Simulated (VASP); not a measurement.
# TiSi (Cmmm) in VASP: a series of runs

TiSi is run at these levels: PBEsol; tasks: single point.

All numbers are computed with VASP 6.6.1; they aren't measurements. Logs are shortened: lines on timing, memory, paths and dates and some standing lists are left out, and cuts for length are marked.

### 1 The cell of the first run

It takes space group Cmmm (No. 65, orthorhombic). The conventional cell has a = 3.578 Å, b = 4.172 Å, c = 3.690 Å, α = 90.00°, β = 90.00°, γ = 90.00°. Ti (site symmetry mmm) has 8 Si at 2.57 to 2.78 Å and 4 Ti at 2.75 Å within 3.4 Å. Within 3.4 Å of Si (site symmetry mmm) lie 8 Ti at 2.57 to 2.78 Å and 4 Si at 2.75 Å.

### 2 Single point, PBEsol (strain -0.015 along x and y, -0.030 along z)

INCAR

```
SYSTEM = TiSi
ALGO = Normal
EDIFF = 1E-7
ENCUT = 520
GGA = PS
ISIF = 2
ISMEAR = 0
LASPH = .True.
LCHARG = .False.
LREAL = .False.
LWAVE = .False.
NBANDS = 15
NELM = 60
PREC = Accurate
SIGMA = 0.15
```

KPOINTS

```
k-points
0
Gamma
  18 18 12
  0 0 0
```

POSCAR

```
TiSi
1.0
    1.7889353300     -2.0858596400      0.0000000000
    1.7889353300      2.0858596400      0.0000000000
    0.0000000000      0.0000000000      3.6898159800
Ti Si
1 1
Direct
    0.5000000000      0.5000000000      0.0000000000
    0.0000000000      0.0000000000      0.5000000000
```

Potentials or basis: VASP PAW PBE potentials, release 64 (Ti_sv, Si).

Command:

```console
> cat potpaw_PBE.64/Ti_sv/POTCAR potpaw_PBE.64/Si/POTCAR > POTCAR
> mpirun -np 1 vasp_std > vasp.out
```

OUTCAR:

```text
SYSTEM = TiSi
   EDIFF = 1E-7
   ENCUT = 520
   GGA = PS
   ISIF = 2
   ISMEAR = 0
   LASPH = .True.
   LREAL = .False.
   NELM = 60
   PREC = Accurate

 ion  position               nearest neighbor table
   1  0.500  0.500  0.000-   2 2.57   2 2.57   2 2.57   2 2.57   2 2.78   2 2.78   2 2.78   2 2.78

   2  0.000  0.000  0.500-   1 2.57   1 2.57   1 2.57   1 2.57   1 2.78   1 2.78   1 2.78   1 2.78

  LATTYP: Found a base centered orthorhombic cell.
 ALAT       =     3.5778706600
 B/A-ratio  =     1.1659782246
 C/A-ratio  =     1.0312882523

  Lattice vectors:

 A1 = (   1.7889353300,  -2.0858596400,   0.0000000000)
 A2 = (   1.7889353300,   2.0858596400,   0.0000000000)
 A3 = (   0.0000000000,   0.0000000000,   3.6898159800)

Analysis of symmetry for initial positions (statically):
=====================================================================
 Subroutine PRICEL returns:
 Original cell was already a primitive cell.

 Routine SETGRP: Setting up the symmetry group for a
 base centered orthorhombic supercell.

 Subroutine GETGRP returns: Found  8 space group operations
 (whereof  8 operations were pure point group operations)
 out of a pool of  8 trial point group operations.

The static configuration has the point symmetry D_2h.

Analysis of symmetry for dynamics (positions and initial velocities):
=====================================================================
 Subroutine PRICEL returns:
 Original cell was already a primitive cell.

 Routine SETGRP: Setting up the symmetry group for a
 base centered orthorhombic supercell.

 Subroutine GETGRP returns: Found  8 space group operations
 (whereof  8 operations were pure point group operations)
 out of a pool of  8 trial point group operations.

The dynamic configuration has the point symmetry D_2h.

 Subroutine INISYM returns: Found  8 space group operations
 (whereof  8 operations are pure point group operations),
 and found     1 'primitive' translations

----------------------------------------------------------------------------------------

                                     Primitive cell

  volume of cell :      27.5369

  direct lattice vectors                    reciprocal lattice vectors
     1.788935330 -2.085859640  0.000000000     0.279495850 -0.239709322  0.000000000
     1.788935330  2.085859640  0.000000000     0.279495850  0.239709322  0.000000000
     0.000000000  0.000000000  3.689815980     0.000000000  0.000000000  0.271016226

  length of vectors
     2.747926501  2.747926501  3.689815980     0.368209844  0.368209844  0.271016226

  position of ions in fractional coordinates (direct lattice)
     0.500000000  0.500000000  0.000000000
     0.000000000  0.000000000  0.500000000

  ion indices of the primitive-cell ions
   primitive index   ion index
                 1           1
                 2           2

----------------------------------------------------------------------------------------

 KPOINTS: k-points

Automatic generation of k-mesh.
 Grid dimensions read from file:
 generate k-points for:   18   18   12

 Generating k-lattice:

  Cartesian coordinates                     Fractional coordinates (reciprocal lattice)
     0.015527547 -0.013317185  0.000000000     0.055555556 -0.000000000  0.000000000
     0.015527547  0.013317185  0.000000000    -0.000000000  0.055555556  0.000000000
     0.000000000  0.000000000  0.022584685     0.000000000  0.000000000  0.083333333

  Length of vectors
     0.020456102  0.020456102  0.022584685

  Shift w.r.t. Gamma in fractional coordinates (k-lattice)
     0.000000000  0.000000000  0.000000000

 Subroutine IBZKPT returns following result:
 ===========================================

 Found    637 irreducible k-points:

 Following reciprocal coordinates:
            Coordinates               Weight
  0.000000  0.000000  0.000000      1.000000
  0.055556 -0.000000  0.000000      4.000000
  0.111111 -0.000000  0.000000      4.000000
  0.166667 -0.000000  0.000000      4.000000
  0.222222  0.000000  0.000000      4.000000
  0.277778  0.000000  0.000000      4.000000
[... 16 lines left out ...]
 -0.277778  0.055556  0.000000      4.000000
 -0.222222  0.055556  0.000000      4.000000
 [... further k-points ...]
   k-points           NKPTS =    637   k-points in BZ     NKDIM =    637   number of bands    NBANDS=     15
   number of dos      NEDOS =    301   number of ions     NIONS =      2
   total plane-waves  NPLWV =  11200
   dimension x,y,z NGX =    20 NGY =   20 NGZ =   28
   dimension x,y,z NGXF=    40 NGYF=   40 NGZF=   56
   ions per type =               1   1
   NGX,Y,Z   is equivalent  to a cutoff of  12.10, 12.10, 12.62 a.u.
   NGXF,Y,Z  is equivalent  to a cutoff of  24.20, 24.20, 25.23 a.u.
 SYSTEM =  TiSi
   PREC   = accura    normal or accurate (medium, high low for compatibility)
   ISTART =      0    job   : 0-new  1-cont  2-samecut
   ICHARG =      2    charge: 1-file 2-atom 10-const
   ISPIN  =      1    spin polarized calculation?
   LNONCOLLINEAR =      F non collinear calculations
   LSORBIT =      F    spin-orbit coupling
   LASPH  =      T    aspherical Exc in radial PAW
   ENCUT  =  520.0 eV  38.22 Ry    6.18 a.u.   5.11  5.11  6.86*2*pi/ulx,y,z
   NELM   =     60;   NELMIN=  2; NELMDL= -5     # of ELM steps
   EDIFF  = 0.1E-06   stopping-criterion for ELM
   LREAL  =      F    real-space projection
   EDIFFG = 0.1E-05   stopping-criterion for IOM
   NSW    =      0    number of steps for IOM
   IBRION =     -1    ionic relax: 0-MD 1-quasi-New 2-CG
   NFREE  =      0    steps in history (QN), initial steepest desc. (CG)
   ISIF   =      2    stress and relaxation
   ISYM   =      2    0-nonsym 1-usesym 2-fastsym
   POTIM  = 0.5000    time-step for ionic-motion
   TEBEG  =    0.0;   TEEND  =   0.0 temperature during run
   PSTRESS=    0.0 pullay stress
   NELECT =      16.0000    total number of electrons
   NUPDOWN=      -1.0000    fix difference up-down
   EMIN   =  10.00;   EMAX   =-10.00  energy-range for DOS
   EFERMI =   0.00;   METHOD = LEGACY
   ISMEAR =     0;   SIGMA  =   0.15  broadening in eV -4-tet -1-fermi 0-gaus
   EFERMI_NEDOS =   21; number of points for ismear=-14 and -15
   IALGO  =     38    algorithm
   IMIX   =      4    mixing-type and parameters
     AMIX     =   0.40;   BMIX     =  1.00
     AMIX_MAG =   1.60;   BMIX_MAG =  1.00
  volume/ion in A,a.u.               =      13.77        92.91
  Fermi-wavevector in a.u.,A,eV,Ry     =   1.366082  2.581520 25.390911  1.866179
  Thomas-Fermi vector in A             =   2.492254
   LORBIT       =      0    0 simple, 1 ext, 2 COOP (PROOUT), +10 PAW based schemes
   GGA     = PS    functional components
   LHFCALC =     F    Hartree Fock is set to
   AEXX    =    0.0000 exact exchange contribution
   IVDW    =     0    specifies the selected vdW correction
   LEPSILON=     F    determine dielectric tensor
   LRPA    =     F    only Hartree local field effects (RPA)
 non-spin polarized calculation
 Gauss-broadening in eV      SIGMA  =   0.15
  energy-cutoff  :      520.00
  volume of cell :       27.54
 maximum number of plane-waves:       759
   NGX = 11   NGY = 11   NGZ = 13

 number of electron      16.0000006 magnetization

 Free energy of the ion-electron system (eV)
  ---------------------------------------------------
  ext. energy  EPLUGINS =         0.00000000
  ---------------------------------------------------
  free energy    TOTEN  =       -15.31393663 eV

  energy without entropy =      -15.30115293  energy(sigma->0) =      -15.30754478

 E-fermi :  10.7618     XC(G=0): -12.1169

 val. band max:       10.7586624780   @ k =  -0.3889   0.2778   0.3333
 cond. band min:      10.7636314040   @ k =   0.0000   0.0000   0.2500
 fundamental gap:      0.0049689260
 Fermi energy:        10.7617729920

 k-point     1 :       0.0000    0.0000    0.0000
  band No.  band energies     occupation
      1     -45.5686      2.00000
      2     -22.0919      2.00000
      3     -21.6415      2.00000
      4     -21.5171      2.00000
      5      -1.2675      2.00000
      6       8.2219      2.00000
      7       9.3213      2.00000
      8       9.5237      2.00000
      9      12.5081      0.00000
     10      13.2437      0.00000
     11      13.8236      0.00000
     12      16.1766      0.00000
     13      16.9236      0.00000
     14      17.8289      0.00000
     15      19.4329      0.00000

 k-point     2 :       0.0556   -0.0000    0.0000
  band No.  band energies     occupation
      1     -45.5661      2.00000
      2     -22.0893      2.00000
      3     -21.6513      2.00000
      4     -21.5265      2.00000
      5      -1.2026      2.00000
      6       8.2726      2.00000
      7       9.2599      2.00000
      8       9.5247      2.00000
      9      12.5796      0.00000
     10      13.2584      0.00000
     11      13.7352      0.00000
     12      15.8194      0.00000
     13      16.8007      0.00000
     14      17.8372      0.00000
     15      19.8831      0.00000

 k-point     3 :       0.1111   -0.0000    0.0000
  band No.  band energies     occupation
      1     -45.5587      2.00000
      2     -22.0818      2.00000
      3     -21.6888      2.00000
      4     -21.5437      2.00000
      5      -1.0089      2.00000
      6       8.4120      2.00000
      7       9.0935      2.00000
      8       9.4981      2.00000
      9      12.7618      0.00000
     10      13.3204      0.00000
     11      13.5139      0.00000
     12      14.8728      0.00000
     13      16.9400      0.00000
     14      17.8216      0.00000
     15      20.6024      0.00000
[... 343 lines left out ...]
 k-point    23 :      -0.2778    0.0556    0.0000
  band No.  band energies     occupation
      1     -45.5167      2.00000
      2     -22.0399      2.00000
      3     -21.9659      2.00000
      4     -21.5646      2.00000
      5       0.2650      2.00000
      6       7.9917      2.00000
      7       8.4605      2.00000
      8       9.4756      2.00000
      9      12.4169      0.00000
     10      12.8548      0.00000
     11      13.5099      0.00000
     12      14.4621      0.00000
     13      17.4539      0.00000
     14      18.4883      0.00000
     15      21.6028      0.00000

 k-point    24 :      -0.2222    0.0556    0.0000
  band No.  band energies     occupation
      1     -45.5315      2.00000
      2     -22.0549      2.00000
      3     -21.8558      2.00000
      4     -21.5697      2.00000
      5      -0.2684      2.00000
      6       8.6067      2.00000
      7       8.7151      2.00000
      8       9.3591      2.00000
      9      12.6616      0.00000
     10      12.6985      0.00000
     11      13.5399      0.00000
     12      14.0817      0.00000
     13      17.6420      0.00000
     14      17.9305      0.00000
     15      21.4902      0.00000

 [... further k-points ...]
[... 5 lines left out ...]
  --------------------------------------------------------------------------------------
  -------------------------------------------------------------------------------------
  Total        0.7817305      0.3921342      1.3691774      0.0000000      0.0000000      0.0000000
  in kB       45.4834290     22.8155466     79.6628546      0.0000000      0.0000000      0.0000000
  external PRESSURE =      49.3206101 kB  Pullay stress =       0.0000000 kB

 VOLUME and BASIS-vectors are now :
 -----------------------------------------------------------------------------
  energy-cutoff  :      520.00
  volume of cell :       27.54
      direct lattice vectors                 reciprocal lattice vectors
     1.788935330 -2.085859640  0.000000000     0.279495850 -0.239709322  0.000000000
     1.788935330  2.085859640  0.000000000     0.279495850  0.239709322  0.000000000
     0.000000000  0.000000000  3.689815980     0.000000000  0.000000000  0.271016226

 POSITION                                       TOTAL-FORCE (eV/Angst)
 -----------------------------------------------------------------------------------
      1.78894      0.00000      0.00000         0.000000      0.000000      0.000000
      0.00000      0.00000      1.84491         0.000000     -0.000000      0.000000
 -----------------------------------------------------------------------------------
    total drift:                                0.000000      0.000000     -0.000000

  FREE ENERGIE OF THE ION-ELECTRON SYSTEM (eV)
  ---------------------------------------------------
  free  energy   TOTEN  =       -15.3139366305 eV

  energy  without entropy=      -15.3011529313  energy(sigma->0) =      -15.30754478
```

Run time: 4.5 min. Hardware: 1 thread of Intel Xeon 8259CL, shared host; peak memory 0.36 GiB.

What came out:

* Free energy: -15.3139 eV
* Pressure: 4.9 GPa
* Band gap on the k mesh: zero (bands 8 and 9 overlap by 1.79 eV)

Caveat: the cell differs from its parent crystal (strain -0.015 along x and y, -0.030 along z); the stress differs along the axes, from 2 to 8 GPa; the PAW data sets were made with another functional, which shifts forces and pressure a little.

(Continued in part 2 of 2.)
